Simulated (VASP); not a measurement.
# CaF2 (sol) (Fm-3m) in VASP: notebook

Runs on CaF2 (sol). Level: PBEsol. Tasks: single point.

Everything below comes from runs of VASP 6.6.1. Logs are shortened: lines on timing, memory, paths and dates and some standing lists are left out, and cuts for length are marked.

### Step 1. The cell of the first run

The structure is cubic, space group Fm-3m (No. 225). The conventional cell has a = 5.463 Å, b = 5.463 Å, c = 5.463 Å, α = 90.00°, β = 90.00°, γ = 90.00°. Ca (site symmetry m-3m) has 8 F at 2.37 Å within 3.1 Å. Within 3.1 Å of F (site symmetry -43m) lie 4 Ca at 2.37 Å and 6 F at 2.73 Å.

### Step 2. Single point, PBEsol

INCAR

```
SYSTEM = CaF2
PREC = Accurate ; ENCUT = 600
EDIFF = 1E-6 ; ISMEAR = 0
SIGMA = 0.1 ; LREAL = .FALSE.
LASPH = .TRUE. ; NELM = 120
ALGO = Normal ; ISIF = 2
LWAVE = .FALSE. ; LCHARG = .FALSE.
GGA = PS ; NBANDS = 19
GGA_COMPAT = .FALSE.
```

KPOINTS

```
regular mesh
0
G
  6 6 6
  0 0 0
```

POSCAR

```
CaF2
1.0
    0.0000000000      2.7316045000      2.7316045000
    2.7316045000      0.0000000000      2.7316045000
    2.7316045000      2.7316045000      0.0000000000
Ca F
1 2
Direct
    0.0000000000      0.0000000000      0.0000000000
    0.2500000000      0.2500000000      0.2500000000
    0.7500000000      0.7500000000      0.7500000000
```

Potentials or basis: VASP PAW PBE potentials, release 64 (Ca_sv, F).

Command:

```sh
$ cat potpaw_PBE.64/Ca_sv/POTCAR potpaw_PBE.64/F/POTCAR > POTCAR
$ mpirun -np 1 vasp_std > vasp.out
```

OUTCAR:

```text
SYSTEM = CaF2
   PREC = Accurate
   ENCUT = 600
   EDIFF = 1E-6
   ISMEAR = 0
   LREAL = .FALSE.
   LASPH = .TRUE.
   NELM = 120
   ISIF = 2
   GGA = PS

 ion  position               nearest neighbor table
   1  0.000  0.000  0.000-   2 2.37   3 2.37   3 2.37   3 2.37   3 2.37   2 2.37   2 2.37   2 2.37

   2  0.250  0.250  0.250-   1 2.37   1 2.37   1 2.37   1 2.37
   3  0.750  0.750  0.750-   1 2.37   1 2.37   1 2.37   1 2.37

  LATTYP: Found a face centered cubic cell.
 ALAT       =     5.4632090000

  Lattice vectors:

 A1 = (   0.0000000000,   2.7316045000,   2.7316045000)
 A2 = (   2.7316045000,   0.0000000000,   2.7316045000)
 A3 = (   2.7316045000,   2.7316045000,   0.0000000000)

Analysis of symmetry for initial positions (statically):
=====================================================================
 Subroutine PRICEL returns:
 Original cell was already a primitive cell.

 Routine SETGRP: Setting up the symmetry group for a
 face centered cubic supercell.

 Subroutine GETGRP returns: Found 48 space group operations
 (whereof 48 operations were pure point group operations)
 out of a pool of 48 trial point group operations.

The static configuration has the point symmetry O_h .

Analysis of symmetry for dynamics (positions and initial velocities):
=====================================================================
 Subroutine PRICEL returns:
 Original cell was already a primitive cell.

 Routine SETGRP: Setting up the symmetry group for a
 face centered cubic supercell.

 Subroutine GETGRP returns: Found 48 space group operations
 (whereof 48 operations were pure point group operations)
 out of a pool of 48 trial point group operations.

The dynamic configuration has the point symmetry O_h .

 Subroutine INISYM returns: Found 48 space group operations
 (whereof 48 operations are pure point group operations),
 and found     1 'primitive' translations

----------------------------------------------------------------------------------------

                                     Primitive cell

  volume of cell :      40.7646

  direct lattice vectors                    reciprocal lattice vectors
     0.000000000  2.731604500  2.731604500    -0.183042604  0.183042604  0.183042604
     2.731604500  0.000000000  2.731604500     0.183042604 -0.183042604  0.183042604
     2.731604500  2.731604500  0.000000000     0.183042604  0.183042604 -0.183042604

  length of vectors
     3.863072131  3.863072131  3.863072131     0.317039090  0.317039090  0.317039090

  position of ions in fractional coordinates (direct lattice)
     0.000000000  0.000000000  0.000000000
     0.250000000  0.250000000  0.250000000
     0.750000000  0.750000000  0.750000000

  ion indices of the primitive-cell ions
   primitive index   ion index
                 1           1
                 2           2
                 3           3

----------------------------------------------------------------------------------------

 KPOINTS: regular mesh

Automatic generation of k-mesh.
 Grid dimensions read from file:
 generate k-points for:    6    6    6

 Generating k-lattice:

  Cartesian coordinates                     Fractional coordinates (reciprocal lattice)
    -0.030507101  0.030507101  0.030507101     0.166666667  0.000000000  0.000000000
     0.030507101 -0.030507101  0.030507101     0.000000000  0.166666667  0.000000000
     0.030507101  0.030507101 -0.030507101     0.000000000  0.000000000  0.166666667

  Length of vectors
     0.052839848  0.052839848  0.052839848

  Shift w.r.t. Gamma in fractional coordinates (k-lattice)
     0.000000000  0.000000000  0.000000000

 Subroutine IBZKPT returns following result:
 ===========================================

 Found     16 irreducible k-points:

 Following reciprocal coordinates:
            Coordinates               Weight
  0.000000  0.000000  0.000000      1.000000
  0.166667  0.000000  0.000000      8.000000
  0.333333  0.000000  0.000000      8.000000
  0.500000  0.000000  0.000000      4.000000
  0.166667  0.166667  0.000000      6.000000
  0.333333  0.166667  0.000000     24.000000
[... 8 lines left out ...]
 -0.333333  0.333333  0.166667     24.000000
 -0.333333  0.500000  0.166667     12.000000
   k-points           NKPTS =     16   k-points in BZ     NKDIM =     16   number of bands    NBANDS=     19
   number of dos      NEDOS =    301   number of ions     NIONS =      3
   total plane-waves  NPLWV =  32768
   dimension x,y,z NGX =    32 NGY =   32 NGZ =   32
   dimension x,y,z NGXF=    64 NGYF=   64 NGZF=   64
   ions per type =               1   2
   NGX,Y,Z   is equivalent  to a cutoff of  13.77, 13.77, 13.77 a.u.
   NGXF,Y,Z  is equivalent  to a cutoff of  27.54, 27.54, 27.54 a.u.
 SYSTEM =  CaF2
   PREC   = accura    normal or accurate (medium, high low for compatibility)
   ISTART =      0    job   : 0-new  1-cont  2-samecut
   ICHARG =      2    charge: 1-file 2-atom 10-const
   ISPIN  =      1    spin polarized calculation?
   LNONCOLLINEAR =      F non collinear calculations
   LSORBIT =      F    spin-orbit coupling
   LASPH  =      T    aspherical Exc in radial PAW
   ENCUT  =  600.0 eV  44.10 Ry    6.64 a.u.   7.72  7.72  7.72*2*pi/ulx,y,z
   NELM   =    120;   NELMIN=  2; NELMDL= -5     # of ELM steps
   EDIFF  = 0.1E-05   stopping-criterion for ELM
   LREAL  =      F    real-space projection
   EDIFFG = 0.1E-04   stopping-criterion for IOM
   NSW    =      0    number of steps for IOM
   IBRION =     -1    ionic relax: 0-MD 1-quasi-New 2-CG
   NFREE  =      0    steps in history (QN), initial steepest desc. (CG)
   ISIF   =      2    stress and relaxation
   ISYM   =      2    0-nonsym 1-usesym 2-fastsym
   POTIM  = 0.5000    time-step for ionic-motion
   TEBEG  =    0.0;   TEEND  =   0.0 temperature during run
   PSTRESS=    0.0 pullay stress
   NELECT =      24.0000    total number of electrons
   NUPDOWN=      -1.0000    fix difference up-down
   EMIN   =  10.00;   EMAX   =-10.00  energy-range for DOS
   EFERMI =   0.00;   METHOD = LEGACY
   ISMEAR =     0;   SIGMA  =   0.10  broadening in eV -4-tet -1-fermi 0-gaus
   EFERMI_NEDOS =   21; number of points for ismear=-14 and -15
   IALGO  =     38    algorithm
   IMIX   =      4    mixing-type and parameters
     AMIX     =   0.40;   BMIX     =  1.00
     AMIX_MAG =   1.60;   BMIX_MAG =  1.00
  volume/ion in A,a.u.               =      13.59        91.70
  Fermi-wavevector in a.u.,A,eV,Ry     =   1.372095  2.592883 25.614926  1.882644
  Thomas-Fermi vector in A             =   2.497733
   LORBIT       =      0    0 simple, 1 ext, 2 COOP (PROOUT), +10 PAW based schemes
   GGA     = PS    functional components
   LHFCALC =     F    Hartree Fock is set to
   AEXX    =    0.0000 exact exchange contribution
   IVDW    =     0    specifies the selected vdW correction
   LEPSILON=     F    determine dielectric tensor
   LRPA    =     F    only Hartree local field effects (RPA)
 non-spin polarized calculation
 Gauss-broadening in eV      SIGMA  =   0.10
  energy-cutoff  :      600.00
  volume of cell :       40.76
 maximum number of plane-waves:      1380
   NGX = 15   NGY = 15   NGZ = 15

 number of electron      23.9999989 magnetization

 Free energy of the ion-electron system (eV)
  ---------------------------------------------------
  ext. energy  EPLUGINS =         0.00000000
  ---------------------------------------------------
  free energy    TOTEN  =       -17.90243104 eV

  energy without entropy =      -17.90243104  energy(sigma->0) =      -17.90243104

 E-fermi :  -0.5874     XC(G=0):  -9.8939

 val. band max:       -1.0891127777   @ k =   0.5000   0.5000   0.0000
 cond. band min:       6.0015655862   @ k =   0.0000   0.0000   0.0000
 fundamental gap:      7.0906783639
 Fermi energy:        -0.5873660233

 k-point     1 :       0.0000    0.0000    0.0000
  band No.  band energies     occupation
      1     -36.9022      2.00000
      2     -20.9100      2.00000
      3     -20.1213      2.00000
      4     -17.9267      2.00000
      5     -17.9267      2.00000
      6     -17.9267      2.00000
[... 11 lines left out ...]
     18      10.1310      0.00000
     19      15.6598      0.00000

 k-point     2 :       0.1667    0.0000    0.0000
  band No.  band energies     occupation
      1     -36.8935      2.00000
      2     -20.9749      2.00000
      3     -20.1953      2.00000
      4     -17.9376      2.00000
      5     -17.9376      2.00000
      6     -17.8058      2.00000
[... 11 lines left out ...]
     18      10.0616      0.00000
     19      14.5195      0.00000

 k-point     3 :       0.3333    0.0000    0.0000
  band No.  band energies     occupation
      1     -36.8761      2.00000
      2     -21.0425      2.00000
      3     -20.4104      2.00000
      4     -17.9593      2.00000
      5     -17.9593      2.00000
      6     -17.5513      2.00000
[... 11 lines left out ...]
     18       9.9231      0.00000
     19      12.9610      0.00000

 k-point     4 :       0.5000    0.0000    0.0000
  band No.  band energies     occupation
      1     -36.8674      2.00000
      2     -21.0376      2.00000
      3     -20.5561      2.00000
      4     -17.9701      2.00000
      5     -17.9701      2.00000
      6     -17.4208      2.00000
[... 231 lines left out ...]
     18      10.7916      0.00000
     19      14.0301      0.00000

 k-point    15 :      -0.3333    0.3333    0.1667
  band No.  band energies     occupation
      1     -36.8587      2.00000
      2     -20.9314      2.00000
      3     -20.8167      2.00000
      4     -18.0146      2.00000
      5     -17.6726      2.00000
      6     -17.5472      2.00000
[... 11 lines left out ...]
     18      12.0525      0.00000
     19      13.3246      0.00000

 k-point    16 :      -0.3333    0.5000    0.1667
  band No.  band energies     occupation
      1     -36.8558      2.00000
      2     -21.0800      2.00000
      3     -20.6817      2.00000
      4     -18.0370      2.00000
      5     -17.7893      2.00000
      6     -17.4034      2.00000
[... 11 lines left out ...]
     18      13.3274      0.00000
     19      13.3413      0.00000

------------------------ aborting loop because EDIFF is reached ----------------------------------------

  FORCE on cell =-STRESS in cart. coord.  units (eV):
  Direction    XX          YY          ZZ          XY          YZ          ZX
  --------------------------------------------------------------------------------------
  -------------------------------------------------------------------------------------
  Total       -0.4374268     -0.4374268     -0.4374268      0.0000000     -0.0000000      0.0000000
  in kB      -17.1922432    -17.1922432    -17.1922432      0.0000000     -0.0000000      0.0000000
  external PRESSURE =     -17.1922432 kB  Pullay stress =       0.0000000 kB

 VOLUME and BASIS-vectors are now :
 -----------------------------------------------------------------------------
  energy-cutoff  :      600.00
  volume of cell :       40.76
      direct lattice vectors                 reciprocal lattice vectors
     0.000000000  2.731604500  2.731604500    -0.183042604  0.183042604  0.183042604
     2.731604500  0.000000000  2.731604500     0.183042604 -0.183042604  0.183042604
     2.731604500  2.731604500  0.000000000     0.183042604  0.183042604 -0.183042604

 POSITION                                       TOTAL-FORCE (eV/Angst)
 -----------------------------------------------------------------------------------
      0.00000      0.00000      0.00000        -0.000000      0.000000      0.000000
      1.36580      1.36580      1.36580         0.000000      0.000000      0.000000
      4.09741      4.09741      4.09741        -0.000000     -0.000000     -0.000000
 -----------------------------------------------------------------------------------
    total drift:                                0.000000     -0.000000      0.000000

  FREE ENERGIE OF THE ION-ELECTRON SYSTEM (eV)
  ---------------------------------------------------
  free  energy   TOTEN  =       -17.9024310431 eV

  energy  without entropy=      -17.9024310431  energy(sigma->0) =      -17.90243104
```

Run time: 9.4 s. Hardware: 1 thread of AMD EPYC 9R45 (Zen 5), shared host; peak memory 0.15 GiB.

Results:

```
Free energy            : -17.9024 eV
Pressure               : -1.7 GPa
Band gap on the k mesh : 7.09 eV, indirect (least direct gap 7.35 eV)
```

Levels at points of the mesh, in eV from the valence-band top:
| k point | band 9 | band 10 | band 11 | band 12 | band 13 | band 14 | band 15 | band 16 |
| --- | --- | --- | --- | --- | --- | --- | --- | --- |
| (0.00, 0.00, 0.00) | -2.14 | -0.26 | -0.26 | -0.26 | 7.09 | 9.12 | 9.12 | 11.22 |
| (0.50, 0.00, 0.00) | -1.31 | -1.26 | -0.85 | -0.85 | 9.34 | 9.34 | 9.70 | 10.53 |
| (0.50, 0.50, 0.00) | -1.67 | -0.37 | -0.37 | 0.00 | 8.02 | 9.47 | 10.07 | 10.86 |

Caveat: the PAW data sets were made with another functional, which shifts forces and pressure a little.

(Continued in part 2 of 2.)
